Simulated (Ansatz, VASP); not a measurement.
# SnSe: VASP beside Ansatz

File POSCAR:

```
SnSe
1.0
    0.0000000000      3.0100000000      3.0100000000
    3.0100000000      0.0000000000      3.0100000000
    3.0100000000      3.0100000000      0.0000000000
Sn Se
1 1
Direct
    0.0000000000      0.0000000000      0.0000000000
    0.5000000000      0.5000000000      0.5000000000
```

File INCAR.step1:

```
PREC = Accurate
ENCUT = 600
ISMEAR = 0
SIGMA = 0.01
LREAL = F
LASPH = T
NELM = 100
GGA = PE
ALGO = Normal
EDIFF = 1E-4
LWAVE = T
LCHARG = F
```

Contents of INCAR.step2:

```
PREC = Accurate
ENCUT = 600
EDIFF = 1E-7
ISMEAR = 0
SIGMA = 0.01
LREAL = F
LASPH = T
NELM = 100
ALGO = Normal
ISIF = 3
LWAVE = F
LCHARG = F
METAGGA = R2SCAN
LMIXTAU = T
IBRION = 2
NSW = 100
EDIFFG = -0.03
ISTART = 1
```

The input KPOINTS:

```
Automatic mesh
0
Gamma
  6 6 6
```

Input for Ansatz:

```yaml
crystal:
  lattice:
    - [0.0, 3.01, 3.01]
    - [3.01, 0.0, 3.01]
    - [3.01, 3.01, 0.0]
  atoms:
    - { symbol: Sn, position: [0.0, 0.0, 0.0] }
    - { symbol: Se, position: [0.5, 0.5, 0.5] }
basis:
  ecutwfc: 500.0
kpoints:
  mp_grid:
    grid: [6, 6, 6]
    shift: [0.0, 0.0, 0.0]
hamiltonian:
  xc: r2scan
  dispersion: none
scf:
  occupations:
    method: fixed
relax:
  f_tol: 0.03
  max_steps: 100
  cell: {}
```

Alike in both runs: task relaxation of cell and atoms; functional r2SCAN; k mesh 6 × 6 × 6; no spin polarisation.

|  | VASP | Ansatz |
| --- | --- | --- |
| version | VASP 6.6.1 | Ansatz 0.2.0 |
| potentials or method | VASP PAW PBE potentials, release 64 (Sn_d, Se), cutoff 600 eV | plane waves, PAW |
| occupations | gaussian, width 0.01 eV | fixed |
| valence electrons in the cell | 20 | 30 |

Ansatz gave:

* relaxed volume (Å³/atom): 27.04
* relaxed cell length with the largest relative difference (Å): 4.245

Question: Estimate VASP's values.

Answer: Relaxed volume (Å³/atom): 26.99; relaxed cell length with the largest relative difference (Å): 4.242.

VASP's potentials were made for PBE, not for r2SCAN. VASP's potentials hold 20 valence electrons a cell and Ansatz's 30, so a difference there can come from the potentials and not from the codes.
